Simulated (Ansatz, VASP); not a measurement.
## CuF: VASP beside Ansatz

```
Cu F
1.0
     2.79368    0.00000    0.00000
     0.00000    2.79368    0.00000
     0.00000    0.00000    2.79368
Cu F
1 1
Direct
  0.00000 0.00000 0.00000
  0.50000 0.50000 0.50000
```

Alike in both runs: task single point; functional PBE; k mesh 8 × 8 × 8; occupations fermi-dirac, width 0.02 eV; no spin polarisation.

```csv
,VASP,Ansatz
version,VASP 6.6.1,Ansatz 0.2.0
potentials or method,"VASP PAW PBE potentials, release 64 (Cu, F)","plane waves, PAW"
plane-wave cutoff (eV),520,420
valence electrons in the cell,18,26
```

|  | VASP | Ansatz | Ansatz less VASP |
| --- | --- | --- | --- |
| pressure (GPa) | -0.2 | 0.0 | +0.21 |

VASP's potentials hold 18 valence electrons a cell and Ansatz's 26, so a difference there can come from the potentials and not from the codes.
